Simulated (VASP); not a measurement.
Wanted: the native input for a VASP 6.6.1 run.

```
Task                   : single point
Functional             : PBE
Potentials or basis    : VASP PAW PBE potentials, release 64 (La, Ta_pv, Tl_d)
Cutoff                 : 520 eV
k mesh                 : 4 × 4 × 2
Occupations            : gaussian, width 0.1 eV
Spin                   : no spin polarisation
Dipole correction      : no
Further INCAR settings : ALGO = Normal; EDIFF = 1e-06; NBANDS = 38
```

The structure of LaTaTl3 lies in POSCAR:

```
LaTaTl3
1.0
    4.2656014532      0.0000000000      0.0000000000
    0.0000000000      4.2656014532      0.0000000000
    0.0000000000      0.0000000000      8.5749209249
La Ta Tl
1 1 3
Direct
    0.0000000000      0.0000000000      0.0000000000
    0.5000000000      0.5000000000      0.0000000000
    0.0000000000      0.0000000000      0.5000000000
    0.5000000000      0.5000000000      0.3212627341
    0.5000000000      0.5000000000      0.6787372659
```

The cell was built from a structure type or drawn by symmetry, and may not be a known phase.

These files were run (other wordings do the same):

INCAR

```
ALGO     = Normal         # electronic algorithm
EDIFF    = 1E-6           # SCF threshold, eV
ENCUT    = 520            # plane-wave cutoff, eV
GGA      = PE             # functional
ISIF     = 2              # what is computed and relaxed
ISMEAR   = 0              # smearing method
LASPH    = T              # aspherical terms in the spheres
LCHARG   = T              # write CHGCAR
LELF     = T              # ELF
LREAL    = F              # projectors in reciprocal space
LVHAR    = T            
LWAVE    = F              # write WAVECAR
NBANDS   = 38             # bands
NELM     = 100            # most SCF steps
PREC     = Accurate       # precision mode
SIGMA    = 0.1            # smearing width, eV
```

KPOINTS

```
k-points
0
Gamma
  4 4 2
```

Potentials or basis: VASP PAW PBE potentials, release 64 (La, Ta_pv, Tl_d).

Run with:

```sh
$ cat potpaw_PBE.64/La/POTCAR potpaw_PBE.64/Ta_pv/POTCAR potpaw_PBE.64/Tl_d/POTCAR > POTCAR
$ mpirun -np 1 vasp_std > vasp.out
```

It gave:

```yaml
Pressure: 0.0 GPa
Largest_force: 0.029 eV/Å
Band_gap_on_the_k_mesh: zero (an odd number of electrons rules out a gap without spin polarisation)
```

Caveat: the k points lie up to 0.37 Å⁻¹ apart, too coarse for converged energies and pressures of a metal; spin-orbit coupling is left out, which moves the levels of the heavy elements.

It took 46 s on 1 thread of Intel(R) Xeon(R) 6975P-C (Granite Rapids), with other jobs on the host, peak memory 0.28 GiB.
